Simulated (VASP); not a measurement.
The system is VN (l.b).

```xyz
2
Lattice="0.0000 2.0400 2.0400 2.0400 0.0000 2.0400 2.0400 2.0400 0.0000" Properties=species:S:1:pos:R:3 pbc="T T T"
V     0.0000    0.0000    0.0000
N     2.0400    2.0400    2.0400
```

- Program: VASP 6.6.1
- Task: relaxation of cell and atoms
- Functional: LDA
- Potentials or basis: VASP PAW LDA potentials, release 64 (V_sv, N)
- Cutoff: 600 eV
- k mesh: 8 × 8 × 8
- Occupations: gaussian, width 0.1 eV
- Spin: no spin polarisation

At the start: pressure -8.5 GPa; volume 8.49 Å³/atom.

Q: How do energy, volume and symmetry change on relaxing?

A: Over 3 steps the energy falls by 5.5 meV/atom and the volume is 8.29 Å³/atom (-2.4 %); space group Fm-3m (No. 225, to 0.05 Å).

Step by step:
| step | energy change (eV) | largest force (eV/Å) | pressure (GPa) | volume (Å³) |
| --- | --- | --- | --- | --- |
| 1 | 0.0000 | 0.0000 | -8.49 | 16.98 |
| 2 | 0.0223 | 0.0000 | 16.50 | 15.90 |
| 3 | -0.0111 | 0.0000 | -0.12 | 16.57 |

Final structure:
```yaml
crystal:
  lattice:
    - [0.00000, 2.02365, 2.02365]
    - [2.02365, 0.00000, 2.02365]
    - [2.02365, 2.02365, 0.00000]
  atoms:
    - { symbol: V, position: [0.00000, 0.00000, 0.00000] }
    - { symbol: N, position: [0.50000, 0.50000, 0.50000] }
```

Caveat: the run has no spin polarisation, though such a crystal can be magnetic.
